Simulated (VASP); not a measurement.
# LiF (Pm) in VASP: relaxation of cell and atoms with PBE

Aim: the relaxation of cell and atoms of LiF with PBE.

Program: VASP 6.6.1. These are calculated values, not measurements. Logs are shortened: lines on timing, memory, paths and dates and some standing lists are left out, and cuts for length are marked.

## (1) The cell of the first run

The structure is monoclinic, space group Pm (No. 6). The conventional cell has a = 3.575 Å, b = 1.862 Å, c = 4.052 Å, α = 90.00°, β = 90.00°, γ = 90.00°. Within 2.4 Å of Li (site symmetry m) lie 3 F at 1.79 to 1.87 Å and 3 Li at 1.86 to 1.87 Å. Within 2.7 Å of Li (site symmetry m) lie 6 Li at 1.86 to 2.64 Å and 10 F at 1.87 to 2.69 Å. Within 2.4 Å of F (site symmetry m) lie 3 Li at 1.79 to 1.87 Å and 3 F at 1.86 to 1.87 Å. Within 2.7 Å of F (site symmetry m) lie 6 F at 1.86 to 2.64 Å and 10 Li at 1.87 to 2.69 Å.

The cell was built from a structure type or drawn by symmetry, and may not be a known phase.

## (2) Relaxation of cell and atoms, PBE

Contents of INCAR:

```
SYSTEM = LiF
PREC = Accurate
ENCUT = 600
EDIFF = 1E-6
ISMEAR = 0
SIGMA = 0.1
LREAL = .FALSE.
LASPH = .TRUE.
NELM = 100
ALGO = Normal
ISIF = 3
LWAVE = .FALSE.
LCHARG = .FALSE.
GGA = PE
IBRION = 2
NSW = 90
EDIFFG = -0.04
```

Contents of KPOINTS:

```
Automatic mesh
0
G
  6 10 4
  0 0 0
```

Contents of POSCAR:

```
LiF
1.0
    3.5754853000      0.0000000000      0.0000000000
    0.0000000000      1.8617350900      0.0000000000
    0.0000000000      0.0000000000      4.0522484300
Li F
2 2
Direct
    0.5000000000      0.0000000000      0.0000000000
    0.7500000000      0.0000000000      0.5954354500
    0.0000000000      0.0000000000      0.0000000000
    0.2500000000      0.0000000000      0.4045645500
```

Potentials or basis: VASP PAW PBE potentials, release 64 (Li_sv, F).

The run is started by

```sh
$ cat potpaw_PBE.64/Li_sv/POTCAR potpaw_PBE.64/F/POTCAR > POTCAR
$ mpirun -np 1 vasp_std > vasp.out
```

OUTCAR:

```text
SYSTEM = LiF
   PREC = Accurate
   ENCUT = 600
   EDIFF = 1E-6
   ISMEAR = 0
   LREAL = .FALSE.
   LASPH = .TRUE.
   NELM = 100
   ISIF = 3
   GGA = PE
   IBRION = 2
   NSW = 90
   EDIFFG = -0.04

 ion  position               nearest neighbor table
   1  0.500  0.000  0.000-   3 1.79   3 1.79   4 1.87   2 1.87   2 2.57
   2  0.750  0.000  0.595-   1 1.87   3 1.87   4 1.95   4 1.95   1 2.57
   3  0.000  0.000  0.000-   1 1.79   1 1.79   4 1.87   2 1.87
   4  0.250  0.000  0.405-   1 1.87   3 1.87   2 1.95   2 1.95

  LATTYP: Found a simple orthorhombic cell.
 ALAT       =     1.8617350900
 B/A-ratio  =     1.9205123861
 C/A-ratio  =     2.1765977618

  Lattice vectors:

 A1 = (   0.0000000000,  -1.8617350900,   0.0000000000)
 A2 = (   3.5754853000,   0.0000000000,   0.0000000000)
 A3 = (   0.0000000000,   0.0000000000,   4.0522484300)

Analysis of symmetry for initial positions (statically):
=====================================================================
 Subroutine PRICEL returns:
 Original cell was already a primitive cell.

 Routine SETGRP: Setting up the symmetry group for a
 simple orthorhombic supercell.

 Subroutine GETGRP returns: Found  2 space group operations
 (whereof  2 operations were pure point group operations)
 out of a pool of  8 trial point group operations.

The static configuration has the point symmetry C_1h.

Analysis of symmetry for dynamics (positions and initial velocities):
=====================================================================
 Subroutine PRICEL returns:
 Original cell was already a primitive cell.

 Routine SETGRP: Setting up the symmetry group for a
 simple orthorhombic supercell.

 Subroutine GETGRP returns: Found  2 space group operations
 (whereof  2 operations were pure point group operations)
 out of a pool of  8 trial point group operations.

The dynamic configuration has the point symmetry C_1h.

 Subroutine INISYM returns: Found  2 space group operations
 (whereof  2 operations are pure point group operations),
 and found     1 'primitive' translations

----------------------------------------------------------------------------------------

                                     Primitive cell

  volume of cell :      26.9742

  direct lattice vectors                    reciprocal lattice vectors
     3.575485300  0.000000000  0.000000000     0.279682313  0.000000000  0.000000000
     0.000000000  1.861735090  0.000000000     0.000000000  0.537133347  0.000000000
     0.000000000  0.000000000  4.052248430     0.000000000  0.000000000  0.246776578

  length of vectors
     3.575485300  1.861735090  4.052248430     0.279682313  0.537133347  0.246776578

  position of ions in fractional coordinates (direct lattice)
     0.500000000  0.000000000  0.000000000
     0.750000000  0.000000000  0.595435450
     0.000000000  0.000000000  0.000000000
     0.250000000  0.000000000  0.404564550

  ion indices of the primitive-cell ions
   primitive index   ion index
                 1           1
                 2           2
                 3           3
                 4           4

----------------------------------------------------------------------------------------

 KPOINTS: Automatic mesh

Automatic generation of k-mesh.
 Grid dimensions read from file:
 generate k-points for:    6   10    4

 Generating k-lattice:

  Cartesian coordinates                     Fractional coordinates (reciprocal lattice)
     0.046613719  0.000000000  0.000000000     0.166666667  0.000000000  0.000000000
     0.000000000  0.053713335  0.000000000     0.000000000  0.100000000  0.000000000
     0.000000000  0.000000000  0.061694144     0.000000000  0.000000000  0.250000000

  Length of vectors
     0.046613719  0.053713335  0.061694144

  Shift w.r.t. Gamma in fractional coordinates (k-lattice)
     0.000000000  0.000000000  0.000000000

 Subroutine IBZKPT returns following result:
 ===========================================

 Found     84 irreducible k-points:

 Following reciprocal coordinates:
            Coordinates               Weight
  0.000000  0.000000  0.000000      1.000000
  0.166667  0.000000  0.000000      2.000000
  0.333333  0.000000  0.000000      2.000000
  0.500000  0.000000  0.000000      1.000000
  0.000000  0.100000  0.000000      2.000000
  0.166667  0.100000  0.000000      4.000000
[... 16 lines left out ...]
  0.333333  0.500000  0.000000      2.000000
  0.500000  0.500000  0.000000      1.000000
 [... further k-points ...]
   k-points           NKPTS =     84   k-points in BZ     NKDIM =     84   number of bands    NBANDS=     14
   number of dos      NEDOS =    301   number of ions     NIONS =      4
   total plane-waves  NPLWV =  15360
   dimension x,y,z NGX =    30 NGY =   16 NGZ =   32
   dimension x,y,z NGXF=    60 NGYF=   32 NGZF=   64
   ions per type =               2   2
   NGX,Y,Z   is equivalent  to a cutoff of  13.95, 14.29, 13.13 a.u.
   NGXF,Y,Z  is equivalent  to a cutoff of  27.90, 28.57, 26.26 a.u.
 SYSTEM =  LiF
   PREC   = accura    normal or accurate (medium, high low for compatibility)
   ISTART =      0    job   : 0-new  1-cont  2-samecut
   ICHARG =      2    charge: 1-file 2-atom 10-const
   ISPIN  =      1    spin polarized calculation?
   LNONCOLLINEAR =      F non collinear calculations
   LSORBIT =      F    spin-orbit coupling
   LASPH  =      T    aspherical Exc in radial PAW
   ENCUT  =  600.0 eV  44.10 Ry    6.64 a.u.   7.14  3.72  8.09*2*pi/ulx,y,z
   NELM   =    100;   NELMIN=  2; NELMDL= -5     # of ELM steps
   EDIFF  = 0.1E-05   stopping-criterion for ELM
   LREAL  =      F    real-space projection
   EDIFFG = -.4E-01   stopping-criterion for IOM
   NSW    =     90    number of steps for IOM
   IBRION =      2    ionic relax: 0-MD 1-quasi-New 2-CG
   NFREE  =      1    steps in history (QN), initial steepest desc. (CG)
   ISIF   =      3    stress and relaxation
   ISYM   =      2    0-nonsym 1-usesym 2-fastsym
   POTIM  = 0.5000    time-step for ionic-motion
   TEBEG  =    0.0;   TEEND  =   0.0 temperature during run
   PSTRESS=    0.0 pullay stress
   NELECT =      20.0000    total number of electrons
   NUPDOWN=      -1.0000    fix difference up-down
   EMIN   =  10.00;   EMAX   =-10.00  energy-range for DOS
   EFERMI =   0.00;   METHOD = LEGACY
   ISMEAR =     0;   SIGMA  =   0.10  broadening in eV -4-tet -1-fermi 0-gaus
   EFERMI_NEDOS =   21; number of points for ismear=-14 and -15
   IALGO  =     38    algorithm
   IMIX   =      4    mixing-type and parameters
     AMIX     =   0.40;   BMIX     =  1.00
     AMIX_MAG =   1.60;   BMIX_MAG =  1.00
  volume/ion in A,a.u.               =       6.74        45.51
  Fermi-wavevector in a.u.,A,eV,Ry     =   1.481728  2.800060 29.871838  2.195518
  Thomas-Fermi vector in A             =   2.595602
   LORBIT       =      0    0 simple, 1 ext, 2 COOP (PROOUT), +10 PAW based schemes
   GGA     = PE    functional components
   LHFCALC =     F    Hartree Fock is set to
   AEXX    =    0.0000 exact exchange contribution
   IVDW    =     0    specifies the selected vdW correction
   LEPSILON=     F    determine dielectric tensor
   LRPA    =     F    only Hartree local field effects (RPA)
 conjugate gradient relaxation of ions
 non-spin polarized calculation
 Gauss-broadening in eV      SIGMA  =   0.10
  energy-cutoff  :      600.00
  volume of cell :       26.97
 maximum number of plane-waves:       932
 NGX is ok and might be reduce to    30
   NGX = 15   NGY =  7   NGZ = 17

--------------------------------------- Ionic step        1  -------------------------------------------

 number of electron      20.0000026 magnetization

 Free energy of the ion-electron system (eV)
  ---------------------------------------------------
  ext. energy  EPLUGINS =         0.00000000
  ---------------------------------------------------
  free energy    TOTEN  =        -9.71915700 eV

  energy without entropy =       -9.71807560  energy(sigma->0) =       -9.71861630

 E-fermi :   7.2722     XC(G=0): -10.9245

 val. band max:        7.2599358904   @ k =   0.5000   0.5000   0.0000
 cond. band min:       7.4296724796   @ k =   0.5000   0.5000   0.2500
 fundamental gap:      0.1697365892
 Fermi energy:         7.2721870289

 k-point     1 :       0.0000    0.0000    0.0000
  band No.  band energies     occupation
      1     -42.9387      2.00000
      2     -42.5391      2.00000
      3     -19.9110      2.00000
      4     -18.0361      2.00000
      5      -2.8746      2.00000
      6      -1.5893      2.00000
      7      -0.7356      2.00000
      8       2.5821      2.00000
      9       6.3775      2.00000
     10       7.1506      1.91447
     11       7.6649      0.00000
     12       9.1824      0.00000
[... 917 lines left out ...]
  FREE ENERGIE OF THE ION-ELECTRON SYSTEM (eV)
  ---------------------------------------------------
  free  energy   TOTEN  =       -16.7349299709 eV

  energy  without entropy=      -16.7349299709  energy(sigma->0) =      -16.73492997

[... ionic steps 4 to 14 ...]

--------------------------------------- Ionic step       15  -------------------------------------------

 number of electron      20.0000038 magnetization

------------------------ aborting loop because EDIFF is reached ----------------------------------------

  FORCE on cell =-STRESS in cart. coord.  units (eV):
  Direction    XX          YY          ZZ          XY          YZ          ZX
  --------------------------------------------------------------------------------------
  -------------------------------------------------------------------------------------
  Total        0.0026982     -0.0596185     -0.0612026      0.0000000      0.0000000     -0.0401259
  in kB        0.1097578     -2.4251304     -2.4895673      0.0000000      0.0000000     -1.6322188
  external PRESSURE =      -1.6016466 kB  Pullay stress =       0.0000000 kB
[... 61 lines left out ...]
  energy  without entropy=      -17.5802526856  energy(sigma->0) =      -17.58025269

--------------------------------------- Ionic step       17  -------------------------------------------

 number of electron      20.0000042 magnetization

 Free energy of the ion-electron system (eV)
  ---------------------------------------------------
  ext. energy  EPLUGINS =         0.00000000
  ---------------------------------------------------
  free energy    TOTEN  =       -17.58095280 eV

  energy without entropy =      -17.58095280  energy(sigma->0) =      -17.58095280

 E-fermi :  -0.3256     XC(G=0):  -8.8379

 val. band max:       -0.8553694283   @ k =   0.0000   0.0000   0.0000
 cond. band min:       5.2558674091   @ k =   0.0000   0.0000   0.0000
 fundamental gap:      6.1112368373
 Fermi energy:        -0.3255752180

 k-point     1 :       0.0000    0.0000    0.0000
  band No.  band energies     occupation
      1     -43.2545      2.00000
      2     -43.2078      2.00000
      3     -21.5907      2.00000
      4     -21.4078      2.00000
      5      -4.2871      2.00000
      6      -3.9764      2.00000
      7      -3.0564      2.00000
      8      -2.3757      2.00000
      9      -1.1173      2.00000
     10      -0.8554      2.00000
     11       5.2559      0.00000
     12       9.2468      0.00000
[... 424 lines left out ...]
  FREE ENERGIE OF THE ION-ELECTRON SYSTEM (eV)
  ---------------------------------------------------
  free  energy   TOTEN  =       -17.5809528034 eV

  energy  without entropy=      -17.5809528034  energy(sigma->0) =      -17.58095280

 reached required accuracy - stopping structural energy minimisation
```

It took 2.1 min on 1 thread of Intel Xeon 6975P-C (Granite Rapids), shared host; peak memory 0.16 GiB.

What came out:

| Property | Result |
| --- | --- |
| Free energy | -17.5810 eV |
| Relaxed volume | 9.82 Å³/atom |
| Relaxed cell | a = 3.321 Å, b = 2.493 Å, c = 4.743 Å, α = 90.00°, β = 89.96°, γ = 90.00° |
| Space group after relaxing (to 0.1 Å) | Amm2 (No. 38) |
| Energy gained by relaxing | 1965.4 meV/atom |
| Ionic steps | 17 |
| Pressure after relaxing | 0.2 GPa |
| Largest force after relaxing | 0.033 eV/Å |
| Band gap on the k mesh | 6.11 eV |

Forces in eV/Å, atoms in the order of the input:
```
Li  -0.004  0.000 -0.029
Li   0.031  0.000  0.012
F   -0.007  0.000  0.003
F   -0.019  0.000  0.014
```

Stress tensor (GPa, compression positive):
```
 0.21  0.00  0.00
 0.00  0.43  0.00
 0.00  0.00 -0.07
```

The path:
| step | energy change (eV) | largest force (eV/Å) | pressure (GPa) | volume (Å³) |
| --- | --- | --- | --- | --- |
| 1 | 0.0000 | 6.5864 | 78.15 | 26.97 |
| 2 | -6.9956 | 2.7267 | -3.64 | 40.32 |
| 3 | -7.0158 | 2.5326 | 3.12 | 38.09 |
| 4 | -7.0481 | 2.5952 | 0.62 | 38.91 |
| 5 | -7.4154 | 1.0245 | -2.07 | 39.59 |
| 6 | -7.4997 | 1.8865 | -2.47 | 40.15 |
| 7 | -7.7281 | 0.9109 | -0.84 | 39.55 |
| 8 | -7.7839 | 0.6121 | 1.24 | 39.07 |
| 9 | -7.8356 | 0.3809 | -0.65 | 39.49 |
| 10 | -7.8362 | 0.3767 | -0.83 | 39.54 |
| 11 | -7.8537 | 0.1661 | 0.10 | 39.28 |
| 12 | -7.8552 | 0.1823 | 0.49 | 39.18 |
| 13 | -7.8587 | 0.0961 | -0.09 | 39.37 |
| 14 | -7.8589 | 0.1140 | -0.16 | 39.40 |
| 15 | -7.8606 | 0.0767 | -0.16 | 39.39 |
| 16 | -7.8611 | 0.0619 | -0.16 | 39.37 |
| 17 | -7.8618 | 0.0329 | 0.19 | 39.27 |

Final structure:
```
Li F
1.0
     3.32084    0.00000    0.00341
     0.00000    2.49312    0.00000
    -0.00137    0.00000    4.74317
Li F
2 2
Direct
  0.37575 0.00000 0.06437
  0.87369 0.00000 0.56358
  0.87587 0.00000 0.93605
  0.37469 0.00000 0.43600
```

Caveat: the cutoff is under 1.25 times the usual one of these potentials, so pressure, stress and relaxed cells hold a basis-set (Pulay) error; the volume moved by over 15 % at a fixed basis, so the end points are rough.
